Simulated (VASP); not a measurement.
# ZnO (P6_3mc) in VASP: a series of runs

The runs below take ZnO through electric field gradients, with LDA.

Program: VASP 6.6.1. These are calculated values, not measurements. Logs are shortened: lines on timing, memory, paths and dates and some standing lists are left out, and cuts for length are marked.

## 1. The cell of the first run

Symmetry: P6_3mc, No. 186, hexagonal system. The conventional cell has a = 3.239 Å, b = 3.239 Å, c = 5.186 Å, α = 90.00°, β = 90.00°, γ = 120.00°. Zn (site symmetry 3m) has 4 O at 1.97 to 1.98 Å within 2.6 Å. Within 2.6 Å of O (site symmetry 3m) lie 4 Zn at 1.97 to 1.98 Å.

## 2. Electric field gradients, LDA (volume scaled by 0.99)

INCAR

```
PREC     = Accurate       # precision mode
ENCUT    = 910            # plane-wave cutoff, eV
EDIFF    = 1E-8           # SCF threshold, eV
ISMEAR   = -1             # smearing method
SIGMA    = 0.01           # smearing width, eV
LREAL    = False          # projectors in reciprocal space
LASPH    = True           # aspherical terms in the spheres
NELM     = 120            # most SCF steps
ALGO     = Normal         # electronic algorithm
ISIF     = 2              # what is computed and relaxed
LWAVE    = False          # write WAVECAR
LCHARG   = False          # write CHGCAR
GGA      = CA             # functional
LEFG     = True         
NBANDS   = 26             # bands
GGA_COMPAT= False
```

KPOINTS

```
Automatic mesh
0
Gamma
  8 8 5
```

POSCAR

```
ZnO
1.0
    3.2385310885      0.0000000000      0.0000000000
   -1.6192655442      2.8046501935      0.0000000000
    0.0000000000      0.0000000000      5.1863958566
Zn O
2 2
Direct
    0.3333333333      0.6666666667      0.0000000000
    0.6666666667      0.3333333333      0.5000000000
    0.3333333333      0.6666666667      0.3821000000
    0.6666666667      0.3333333333      0.8821000000
```

Potentials or basis: VASP PAW LDA potentials, release 64 (Zn, O_h).

Launch:

```console
> cat potpaw_LDA.64/Zn/POTCAR potpaw_LDA.64/O_h/POTCAR > POTCAR
> mpirun -np 1 vasp_std > vasp.out
```

OUTCAR:

```text
PREC = Accurate
   ENCUT = 910
   EDIFF = 1E-8
   ISMEAR = -1
   LREAL = False
   LASPH = True
   NELM = 120
   ISIF = 2
   GGA = CA

 ion  position               nearest neighbor table
   1  0.333  0.667  0.000-   4 1.97   4 1.97   4 1.97   3 1.98
   2  0.667  0.333  0.500-   3 1.97   3 1.97   3 1.97   4 1.98
   3  0.333  0.667  0.382-   2 1.97   2 1.97   2 1.97   1 1.98
   4  0.667  0.333  0.882-   1 1.97   1 1.97   1 1.97   2 1.98

  LATTYP: Found a hexagonal cell.
 ALAT       =     3.2385310885
 C/A-ratio  =     1.6014655147

  Lattice vectors:

 A1 = (   3.2385310885,   0.0000000000,   0.0000000000)
 A2 = (  -1.6192655442,   2.8046501935,   0.0000000000)
 A3 = (   0.0000000000,   0.0000000000,   5.1863958566)

Analysis of symmetry for initial positions (statically):
=====================================================================
 Subroutine PRICEL returns:
 Original cell was already a primitive cell.

 Routine SETGRP: Setting up the symmetry group for a
 hexagonal supercell.

 Subroutine GETGRP returns: Found 12 space group operations
 (whereof  6 operations were pure point group operations)
 out of a pool of 24 trial point group operations.

The static configuration has the point symmetry C_3v.
 The point group associated with its full space group is C_6v.

Analysis of symmetry for dynamics (positions and initial velocities):
=====================================================================
 Subroutine PRICEL returns:
 Original cell was already a primitive cell.

 Routine SETGRP: Setting up the symmetry group for a
 hexagonal supercell.

 Subroutine GETGRP returns: Found 12 space group operations
 (whereof  6 operations were pure point group operations)
 out of a pool of 24 trial point group operations.

The dynamic configuration has the point symmetry C_3v.
 The point group associated with its full space group is C_6v.

 Subroutine INISYM returns: Found 12 space group operations
 (whereof  6 operations are pure point group operations),
 and found     1 'primitive' translations

----------------------------------------------------------------------------------------

                                     Primitive cell

  volume of cell :      47.1078

  direct lattice vectors                    reciprocal lattice vectors
     3.238531088  0.000000000  0.000000000     0.308781967  0.178275352  0.000000000
    -1.619265544  2.804650194  0.000000000     0.000000000  0.356550704  0.000000000
     0.000000000  0.000000000  5.186395857     0.000000000  0.000000000  0.192812124

  length of vectors
     3.238531088  3.238531088  5.186395857     0.356550704  0.356550704  0.192812124

  position of ions in fractional coordinates (direct lattice)
     0.333333333  0.666666667  0.000000000
     0.666666667  0.333333333  0.500000000
     0.333333333  0.666666667  0.382100000
     0.666666667  0.333333333  0.882100000

  ion indices of the primitive-cell ions
   primitive index   ion index
                 1           1
                 2           2
                 3           3
                 4           4

----------------------------------------------------------------------------------------

 KPOINTS: Automatic mesh

Automatic generation of k-mesh.
 Grid dimensions read from file:
 generate k-points for:    8    8    5

 Generating k-lattice:

  Cartesian coordinates                     Fractional coordinates (reciprocal lattice)
     0.038597746  0.022284419  0.000000000     0.125000000  0.000000000  0.000000000
     0.000000000  0.044568838  0.000000000     0.000000000  0.125000000  0.000000000
     0.000000000  0.000000000  0.038562425     0.000000000  0.000000000  0.200000000

  Length of vectors
     0.044568838  0.044568838  0.038562425

  Shift w.r.t. Gamma in fractional coordinates (k-lattice)
     0.000000000  0.000000000  0.000000000

 Subroutine IBZKPT returns following result:
 ===========================================

 Found     30 irreducible k-points:

 Following reciprocal coordinates:
            Coordinates               Weight
  0.000000  0.000000  0.000000      1.000000
  0.125000  0.000000  0.000000      6.000000
  0.250000  0.000000  0.000000      6.000000
  0.375000  0.000000  0.000000      6.000000
  0.500000  0.000000  0.000000      3.000000
  0.125000  0.125000  0.000000      6.000000
[... 16 lines left out ...]
  0.250000  0.000000  0.400000     12.000000
  0.375000  0.000000  0.400000     12.000000
 [... further k-points ...]
   k-points           NKPTS =     30   k-points in BZ     NKDIM =     30   number of bands    NBANDS=     26
   number of dos      NEDOS =    301   number of ions     NIONS =      4
   total plane-waves  NPLWV =  55296
   dimension x,y,z NGX =    32 NGY =   32 NGZ =   54
   dimension x,y,z NGXF=    64 NGYF=   64 NGZF=  108
   ions per type =               2   2
   NGX,Y,Z   is equivalent  to a cutoff of  16.43, 16.43, 17.31 a.u.
   NGXF,Y,Z  is equivalent  to a cutoff of  32.85, 32.85, 34.62 a.u.
 SYSTEM =  unknown system
   PREC   = accura    normal or accurate (medium, high low for compatibility)
   ISTART =      0    job   : 0-new  1-cont  2-samecut
   ICHARG =      2    charge: 1-file 2-atom 10-const
   ISPIN  =      1    spin polarized calculation?
   LNONCOLLINEAR =      F non collinear calculations
   LSORBIT =      F    spin-orbit coupling
   LASPH  =      T    aspherical Exc in radial PAW
   ENCUT  =  910.0 eV  66.88 Ry    8.18 a.u.   7.97  7.97 12.76*2*pi/ulx,y,z
   NELM   =    120;   NELMIN=  2; NELMDL= -5     # of ELM steps
   EDIFF  = 0.1E-07   stopping-criterion for ELM
   LREAL  =      F    real-space projection
   EDIFFG = 0.1E-06   stopping-criterion for IOM
   NSW    =      0    number of steps for IOM
   IBRION =     -1    ionic relax: 0-MD 1-quasi-New 2-CG
   NFREE  =      0    steps in history (QN), initial steepest desc. (CG)
   ISIF   =      2    stress and relaxation
   ISYM   =      2    0-nonsym 1-usesym 2-fastsym
   POTIM  = 0.5000    time-step for ionic-motion
   TEBEG  =    0.0;   TEEND  =   0.0 temperature during run
   PSTRESS=    0.0 pullay stress
   NELECT =      36.0000    total number of electrons
   NUPDOWN=      -1.0000    fix difference up-down
   EMIN   =  10.00;   EMAX   =-10.00  energy-range for DOS
   EFERMI =   0.00;   METHOD = LEGACY
   ISMEAR =    -1;   SIGMA  =   0.01  broadening in eV -4-tet -1-fermi 0-gaus
   EFERMI_NEDOS =   21; number of points for ismear=-14 and -15
   IALGO  =     38    algorithm
   IMIX   =      4    mixing-type and parameters
     AMIX     =   0.40;   BMIX     =  1.00
     AMIX_MAG =   1.60;   BMIX_MAG =  1.00
  volume/ion in A,a.u.               =      11.78        79.47
  Fermi-wavevector in a.u.,A,eV,Ry     =   1.496735  2.828419 30.479976  2.240215
  Thomas-Fermi vector in A             =   2.608713
   LORBIT       =      0    0 simple, 1 ext, 2 COOP (PROOUT), +10 PAW based schemes
   GGA     = CA    functional components
   LHFCALC =     F    Hartree Fock is set to
   AEXX    =    0.0000 exact exchange contribution
   IVDW    =     0    specifies the selected vdW correction
   LEPSILON=     F    determine dielectric tensor
   LRPA    =     F    only Hartree local field effects (RPA)
 non-spin polarized calculation
  energy-cutoff  :      910.00
  volume of cell :       47.11
 maximum number of plane-waves:      2962
 NGX is ok and might be reduce to    32
   NGX = 15   NGY = 15   NGZ = 25

 number of electron      35.9999998 magnetization

 Free energy of the ion-electron system (eV)
  ---------------------------------------------------
  ext. energy  EPLUGINS =         0.00000000
  ---------------------------------------------------
  free energy    TOTEN  =       -21.15241623 eV

  energy without entropy =      -21.15241623  energy(sigma->0) =      -21.15241623

 E-fermi :   1.5683     XC(G=0): -11.5227

 val. band max:        1.3049038618   @ k =   0.0000   0.0000   0.0000
 cond. band min:       2.0652111084   @ k =   0.0000   0.0000   0.0000
 fundamental gap:      0.7603072466
 Fermi energy:         1.5682694391

 k-point     1 :       0.0000    0.0000    0.0000
  band No.  band energies     occupation
      1     -16.5829      2.00000
      2     -15.7918      2.00000
      3      -4.5296      2.00000
      4      -4.5296      2.00000
      5      -4.4541      2.00000
      6      -4.4416      2.00000
[... 685 lines left out ...]
     25      14.7469      0.00000
     26      14.9800      0.00000

 [... further k-points ...]
[... 5 lines left out ...]
  --------------------------------------------------------------------------------------
  -------------------------------------------------------------------------------------
  Total       -1.4978500     -1.4978500     -1.3336391     -0.0000000      0.0000000      0.0000000
  in kB      -50.9432308    -50.9432308    -45.3582685     -0.0000000      0.0000000      0.0000000
  external PRESSURE =     -49.0815767 kB  Pullay stress =       0.0000000 kB

 VOLUME and BASIS-vectors are now :
 -----------------------------------------------------------------------------
  energy-cutoff  :      910.00
  volume of cell :       47.11
      direct lattice vectors                 reciprocal lattice vectors
     3.238531088  0.000000000  0.000000000     0.308781967  0.178275352  0.000000000
    -1.619265544  2.804650194  0.000000000     0.000000000  0.356550704  0.000000000
     0.000000000  0.000000000  5.186395857     0.000000000  0.000000000  0.192812124

 POSITION                                       TOTAL-FORCE (eV/Angst)
 -----------------------------------------------------------------------------------
     -0.00000      1.86977      0.00000        -0.000000      0.000000      0.041031
      1.61927      0.93488      2.59320        -0.000000      0.000000      0.041031
     -0.00000      1.86977      1.98172         0.000000     -0.000000     -0.041031
      1.61927      0.93488      4.57492        -0.000000      0.000000     -0.041031
 -----------------------------------------------------------------------------------
    total drift:                               -0.000000      0.000000     -0.000751

  FREE ENERGIE OF THE ION-ELECTRON SYSTEM (eV)
  ---------------------------------------------------
  free  energy   TOTEN  =       -21.1524162289 eV

  energy  without entropy=      -21.1524162289  energy(sigma->0) =      -21.15241623

 Electric field gradients (V/A^2)
---------------------------------------------------------------------
 ion       V_xx      V_yy      V_zz      V_xy      V_xz      V_yz
---------------------------------------------------------------------
   1      -3.949    -3.951     7.900    -0.002     0.000    -0.000
   2      -3.949    -3.951     7.900    -0.002    -0.000     0.000
   3       1.729     1.730    -3.459     0.001     0.000    -0.000
   4       1.729     1.730    -3.459     0.001    -0.000     0.000
---------------------------------------------------------------------

 Electric field gradients after diagonalization (V/A^2)
 (convention: |V_zz| > |V_xx| > |V_yy|)
----------------------------------------------------------------------
 ion       V_xx      V_yy      V_zz     asymmetry (V_yy - V_xx)/ V_zz
----------------------------------------------------------------------
   1      -3.952    -3.948     7.900       0.001
   2      -3.952    -3.948     7.900       0.001
   3       1.731     1.729    -3.459       0.001
   4       1.731     1.729    -3.459       0.001
----------------------------------------------------------------------

           NMR quadrupolar parameters

 Cq : quadrupolar parameter    Cq=e*Q*V_zz/h
 eta: asymmetry parameters     (V_yy - V_xx)/ V_zz
 Q  : nuclear electric quadrupole moment in mb (millibarn)
----------------------------------------------------------------------
 ion       Cq(MHz)       eta       Q (mb)
----------------------------------------------------------------------
   1       0.019       0.001       1.000
   2       0.019       0.001       1.000
   3      -0.008       0.001       1.000
   4      -0.008       0.001       1.000
----------------------------------------------------------------------
```

It took 59 s on 1 thread of Intel Xeon 6975P-C (Granite Rapids), shared host; peak memory 0.23 GiB.

Results:

```yaml
Free_energy: -21.1524 eV
Pressure: -4.9 GPa
Largest_force: 0.041 eV/Å
Band_gap_on_the_k_mesh: 0.76 eV, direct
```

Forces on the atoms (eV/Å):
```
Zn   0.000  0.000  0.041
Zn   0.000  0.000  0.041
O    0.000  0.000 -0.041
O    0.000  0.000 -0.041
```

Stress tensor (GPa, compression positive):
```
-5.09  0.00  0.00
 0.00 -5.09  0.00
 0.00  0.00 -4.54
```

Electric field gradients, principal values (V/Å²):
```tsv
atom	least	middle	greatest (by size)
1 Zn	-3.948	-3.952	7.900
2 Zn	-3.948	-3.952	7.900
3 O	1.729	1.731	-3.459
4 O	1.729	1.731	-3.459
```

Caveat: the cutoff is under 1.25 times the usual one of these potentials, so pressure, stress and relaxed cells hold a basis-set (Pulay) error; without QUAD_EFG the Cq values of the log hold for a quadrupole moment of 1 mb, not for the nuclei.

(Continued in part 2 of 2.)
